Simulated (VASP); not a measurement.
# Zr (P6_3/mmc) in VASP: notebook

Zr is run at these levels: PBE; tasks: single point.

Program: VASP 6.6.1. These are calculated values, not measurements. Logs are shortened: lines on timing, memory, paths and dates and some standing lists are left out, and cuts for length are marked.

### 1 The cell of the first run

Symmetry: P6_3/mmc, No. 194, hexagonal system. The conventional cell has a = 2.387 Å, b = 2.387 Å, c = 4.265 Å, α = 90.00°, β = 90.00°, γ = 120.00°. Within 3.2 Å of Zr (site symmetry -6m2) lie 12 Zr at 2.39 to 2.54 Å.

### 2 Single point, PBE

Contents of INCAR:

```
SYSTEM = Zr
PREC     = Accurate       ! precision mode
ENCUT    = 520            ! plane-wave cutoff, eV
EDIFF    = 1E-6           ! SCF threshold, eV
ISMEAR   = -1             ! smearing method
SIGMA    = 0.05           ! smearing width, eV
LREAL    = .False.        ! projectors in reciprocal space
LASPH    = .True.         ! aspherical terms in the spheres
NELM     = 60             ! most SCF steps
ALGO     = Normal         ! electronic algorithm
ISIF     = 2              ! what is computed and relaxed
LWAVE    = .False.        ! write WAVECAR
LCHARG   = .True.         ! write CHGCAR
GGA      = PE             ! functional
LELF     = .True.         ! ELF
LVHAR    = .True.       
NBANDS   = 19             ! bands
```

Contents of KPOINTS:

```
regular mesh
0
Gamma
  15 15 8
  0 0 0
```

Contents of POSCAR:

```
Zr
1.0
    2.3871412565      0.0000000000      0.0000000000
   -1.1935706282      2.0673249705      0.0000000000
    0.0000000000      0.0000000000      4.2647780195
Zr
2
Direct
    0.3333333333      0.6666666667      0.2500000000
    0.6666666667      0.3333333333      0.7500000000
```

Potentials or basis: VASP PAW PBE potentials, release 64 (Zr_sv).

Started as:

```console
cat potpaw_PBE.64/Zr_sv/POTCAR > POTCAR
mpirun -np 1 vasp_std > vasp.out
```

OUTCAR:

```text
SYSTEM = Zr
   PREC = Accurate
   ENCUT = 520
   EDIFF = 1E-6
   ISMEAR = -1
   LREAL = .False.
   LASPH = .True.
   NELM = 60
   ISIF = 2
   GGA = PE

 ion  position               nearest neighbor table
   1  0.333  0.667  0.250-   2 2.54   2 2.54   2 2.54   2 2.54   2 2.54   2 2.54   2 3.48   2 3.48
                             2 3.48   2 3.48   2 3.48   2 3.48
   2  0.667  0.333  0.750-   1 2.54   1 2.54   1 2.54   1 2.54   1 2.54   1 2.54   1 3.48   1 3.48
                             1 3.48   1 3.48   1 3.48   1 3.48

  LATTYP: Found a hexagonal cell.
 ALAT       =     2.3871412565
 C/A-ratio  =     1.7865629057

  Lattice vectors:

 A1 = (   2.3871412565,   0.0000000000,   0.0000000000)
 A2 = (  -1.1935706282,   2.0673249705,   0.0000000000)
 A3 = (   0.0000000000,   0.0000000000,   4.2647780195)

Analysis of symmetry for initial positions (statically):
=====================================================================
 Subroutine PRICEL returns:
 Original cell was already a primitive cell.

 Routine SETGRP: Setting up the symmetry group for a
 hexagonal supercell.

 Subroutine GETGRP returns: Found 24 space group operations
 (whereof 12 operations were pure point group operations)
 out of a pool of 24 trial point group operations.

The static configuration has the point symmetry D_3d.
 The point group associated with its full space group is D_6h.

Analysis of symmetry for dynamics (positions and initial velocities):
=====================================================================
 Subroutine PRICEL returns:
 Original cell was already a primitive cell.

 Routine SETGRP: Setting up the symmetry group for a
 hexagonal supercell.

 Subroutine GETGRP returns: Found 24 space group operations
 (whereof 12 operations were pure point group operations)
 out of a pool of 24 trial point group operations.

The dynamic configuration has the point symmetry D_3d.
 The point group associated with its full space group is D_6h.

 Subroutine INISYM returns: Found 24 space group operations
 (whereof 12 operations are pure point group operations),
 and found     1 'primitive' translations

----------------------------------------------------------------------------------------

                                     Primitive cell

  volume of cell :      21.0467

  direct lattice vectors                    reciprocal lattice vectors
     2.387141257  0.000000000  0.000000000     0.418911113  0.241858444  0.000000000
    -1.193570628  2.067324971  0.000000000     0.000000000  0.483716887  0.000000000
     0.000000000  0.000000000  4.264778019     0.000000000  0.000000000  0.234478792

  length of vectors
     2.387141257  2.387141256  4.264778019     0.483716887  0.483716887  0.234478792

  position of ions in fractional coordinates (direct lattice)
     0.333333333  0.666666667  0.250000000
     0.666666667  0.333333333  0.750000000

  ion indices of the primitive-cell ions
   primitive index   ion index
                 1           1
                 2           2

----------------------------------------------------------------------------------------

 KPOINTS: regular mesh

Automatic generation of k-mesh.
 Grid dimensions read from file:
 generate k-points for:   15   15    8

 Generating k-lattice:

  Cartesian coordinates                     Fractional coordinates (reciprocal lattice)
     0.027927408  0.016123896  0.000000000     0.066666667  0.000000000  0.000000000
     0.000000000  0.032247792  0.000000000     0.000000000  0.066666667  0.000000000
     0.000000000  0.000000000  0.029309849     0.000000000  0.000000000  0.125000000

  Length of vectors
     0.032247792  0.032247792  0.029309849

  Shift w.r.t. Gamma in fractional coordinates (k-lattice)
     0.000000000  0.000000000  0.000000000

 Subroutine IBZKPT returns following result:
 ===========================================

 Found    135 irreducible k-points:

 Following reciprocal coordinates:
            Coordinates               Weight
  0.000000  0.000000  0.000000      1.000000
  0.066667  0.000000  0.000000      6.000000
  0.133333  0.000000  0.000000      6.000000
  0.200000  0.000000  0.000000      6.000000
  0.266667  0.000000  0.000000      6.000000
  0.333333 -0.000000  0.000000      6.000000
[... 16 lines left out ...]
  0.333333  0.200000  0.000000     12.000000
  0.400000  0.200000  0.000000      6.000000
 [... further k-points ...]
   k-points           NKPTS =    135   k-points in BZ     NKDIM =    135   number of bands    NBANDS=     19
   number of dos      NEDOS =    301   number of ions     NIONS =      2
   total plane-waves  NPLWV =  10368
   dimension x,y,z NGX =    18 NGY =   18 NGZ =   32
   dimension x,y,z NGXF=    36 NGYF=   36 NGZF=   64
   ions per type =               2
   NGX,Y,Z   is equivalent  to a cutoff of  12.54, 12.54, 12.47 a.u.
   NGXF,Y,Z  is equivalent  to a cutoff of  25.07, 25.07, 24.95 a.u.
 SYSTEM =  Zr
   PREC   = accura    normal or accurate (medium, high low for compatibility)
   ISTART =      0    job   : 0-new  1-cont  2-samecut
   ICHARG =      2    charge: 1-file 2-atom 10-const
   ISPIN  =      1    spin polarized calculation?
   LNONCOLLINEAR =      F non collinear calculations
   LSORBIT =      F    spin-orbit coupling
   LASPH  =      T    aspherical Exc in radial PAW
   ENCUT  =  520.0 eV  38.22 Ry    6.18 a.u.   4.44  4.44  7.93*2*pi/ulx,y,z
   NELM   =     60;   NELMIN=  2; NELMDL= -5     # of ELM steps
   EDIFF  = 0.1E-05   stopping-criterion for ELM
   LREAL  =      F    real-space projection
   EDIFFG = 0.1E-04   stopping-criterion for IOM
   NSW    =      0    number of steps for IOM
   IBRION =     -1    ionic relax: 0-MD 1-quasi-New 2-CG
   NFREE  =      0    steps in history (QN), initial steepest desc. (CG)
   ISIF   =      2    stress and relaxation
   ISYM   =      2    0-nonsym 1-usesym 2-fastsym
   POTIM  = 0.5000    time-step for ionic-motion
   TEBEG  =    0.0;   TEEND  =   0.0 temperature during run
   PSTRESS=    0.0 pullay stress
   NELECT =      24.0000    total number of electrons
   NUPDOWN=      -1.0000    fix difference up-down
   EMIN   =  10.00;   EMAX   =-10.00  energy-range for DOS
   EFERMI =   0.00;   METHOD = LEGACY
   ISMEAR =    -1;   SIGMA  =   0.05  broadening in eV -4-tet -1-fermi 0-gaus
   EFERMI_NEDOS =   21; number of points for ismear=-14 and -15
   IALGO  =     38    algorithm
   IMIX   =      4    mixing-type and parameters
     AMIX     =   0.40;   BMIX     =  1.00
     AMIX_MAG =   1.60;   BMIX_MAG =  1.00
  volume/ion in A,a.u.               =      10.52        71.01
  Fermi-wavevector in a.u.,A,eV,Ry     =   1.710347  3.232087 39.800928  2.925286
  Thomas-Fermi vector in A             =   2.788663
   LORBIT       =      0    0 simple, 1 ext, 2 COOP (PROOUT), +10 PAW based schemes
   GGA     = PE    functional components
   LHFCALC =     F    Hartree Fock is set to
   AEXX    =    0.0000 exact exchange contribution
   IVDW    =     0    specifies the selected vdW correction
   LEPSILON=     F    determine dielectric tensor
   LRPA    =     F    only Hartree local field effects (RPA)
 non-spin polarized calculation
  energy-cutoff  :      520.00
  volume of cell :       21.05
 maximum number of plane-waves:       598
 NGX is ok and might be reduce to    18
   NGX =  9   NGY =  9   NGZ = 15

 number of electron      24.0000000 magnetization

 Free energy of the ion-electron system (eV)
  ---------------------------------------------------
  ext. energy  EPLUGINS =         0.00000000
  ---------------------------------------------------
  free energy    TOTEN  =        -5.21240851 eV

  energy without entropy =       -5.20661903  energy(sigma->0) =       -5.20951377

 E-fermi :  21.1932     XC(G=0): -15.2925

 val. band max:       21.1774602000   @ k =   0.2000   0.0000   0.1250
 cond. band min:      21.1988605934   @ k =   0.3333   0.1333   0.2500
 fundamental gap:      0.0214003935
 Fermi energy:        21.1931924001

 k-point     1 :       0.0000    0.0000    0.0000
  band No.  band energies     occupation
      1     -29.2069      2.00000
      2     -27.4989      2.00000
      3      -9.6638      2.00000
      4      -2.8088      2.00000
      5      -2.2900      2.00000
      6      -2.2900      2.00000
[... 11 lines left out ...]
     18      28.5426      0.00000
     19      30.5942      0.00000

 k-point     2 :       0.0667    0.0000    0.0000
  band No.  band energies     occupation
      1     -29.1252      2.00000
      2     -27.4366      2.00000
      3      -9.5681      2.00000
      4      -2.8162      2.00000
      5      -2.7044      2.00000
      6      -2.4054      2.00000
[... 11 lines left out ...]
     18      27.1351      0.00000
     19      30.9044      0.00000

 k-point     3 :       0.1333    0.0000    0.0000
  band No.  band energies     occupation
      1     -28.8863      2.00000
      2     -27.2578      2.00000
      3      -9.2856      2.00000
      4      -3.7965      2.00000
      5      -3.0156      2.00000
      6      -2.8473      2.00000
[... 11 lines left out ...]
     18      25.7515      0.00000
     19      31.5061      0.00000

 k-point     4 :       0.2000    0.0000    0.0000
  band No.  band energies     occupation
      1     -28.5098      2.00000
      2     -26.9878      2.00000
      3      -8.8318      2.00000
      4      -5.2505      2.00000
      5      -4.3574      2.00000
      6      -3.1095      2.00000
[... 11 lines left out ...]
     18      26.0012      0.00000
     19      31.9970      0.00000

 k-point     5 :       0.2667    0.0000    0.0000
  band No.  band energies     occupation
      1     -28.0314      2.00000
      2     -26.6711      2.00000
      3      -8.2348      2.00000
      4      -6.7673      2.00000
      5      -5.7916      2.00000
      6      -3.5273      2.00000
[... 11 lines left out ...]
     18      28.0375      0.00000
     19      32.2515      0.00000
[... 334 lines left out ...]
      2     -26.2980      2.00000
      3      -7.4020      2.00000
      4      -7.3778      2.00000
      5      -7.3342      2.00000
      6      -4.6695      2.00000
[... 11 lines left out ...]
     18      30.4058      0.00000
     19      33.7872      0.00000

 k-point    22 :       0.2667    0.2000    0.0000
  band No.  band energies     occupation
      1     -26.9286      2.00000
      2     -26.0990      2.00000
      3      -8.2451      2.00000
      4      -7.8080      2.00000
      5      -6.7084      2.00000
      6      -5.4302      2.00000
[... 11 lines left out ...]
     18      31.0741      0.00000
     19      35.5464      0.00000

 k-point    23 :       0.3333    0.2000    0.0000
  band No.  band energies     occupation
      1     -26.5533      2.00000
      2     -26.0048      2.00000
      3      -8.8477      2.00000
      4      -8.0435      2.00000
      5      -6.0795      2.00000
      6      -6.0243      2.00000
[... 11 lines left out ...]
     18      30.9982      0.00000
     19      36.0031      0.00000

 k-point    24 :       0.4000    0.2000    0.0000
  band No.  band energies     occupation
      1     -26.3881      2.00000
      2     -25.9986      2.00000
      3      -9.0617      2.00000
      4      -8.1133      2.00000
      5      -6.2507      2.00000
      6      -5.7599      2.00000
[... 11 lines left out ...]
     18      30.6610      0.00000
     19      36.0146      0.00000

 [... further k-points ...]
[... 5 lines left out ...]
  --------------------------------------------------------------------------------------
  -------------------------------------------------------------------------------------
  Total       36.0647383     36.0647383     35.9149892      0.0000000      0.0000000      0.0000000
  in kB     2745.4280512   2745.4280511   2734.0284063      0.0000001      0.0000000      0.0000000
  external PRESSURE =    2741.6281695 kB  Pullay stress =       0.0000000 kB

 VOLUME and BASIS-vectors are now :
 -----------------------------------------------------------------------------
  energy-cutoff  :      520.00
  volume of cell :       21.05
      direct lattice vectors                 reciprocal lattice vectors
     2.387141257  0.000000000  0.000000000     0.418911113  0.241858444  0.000000000
    -1.193570628  2.067324971  0.000000000     0.000000000  0.483716887  0.000000000
     0.000000000  0.000000000  4.264778019     0.000000000  0.000000000  0.234478792

 POSITION                                       TOTAL-FORCE (eV/Angst)
 -----------------------------------------------------------------------------------
     -0.00000      1.37822      1.06619        -0.000000      0.000000      0.000000
      1.19357      0.68911      3.19858         0.000000      0.000000      0.000000
 -----------------------------------------------------------------------------------
    total drift:                                0.000000     -0.000000      0.000000

  FREE ENERGIE OF THE ION-ELECTRON SYSTEM (eV)
  ---------------------------------------------------
  free  energy   TOTEN  =        -5.2124085132 eV

  energy  without entropy=       -5.2066190269  energy(sigma->0) =       -5.20951377
```

Wall time 48 s (1 thread of Intel Xeon Platinum 8259CL at 2.50GHz (Skylake/Cascade Lake), shared host); peak memory 0.16 GiB.

What came out:

```
Free energy            : -5.2124 eV
Pressure               : 274.2 GPa
Band gap on the k mesh : zero (band 12 reaches 22.10 eV, above the bottom of band 13 at 20.54 eV)
```

(Part 1 of 2 ends here.)
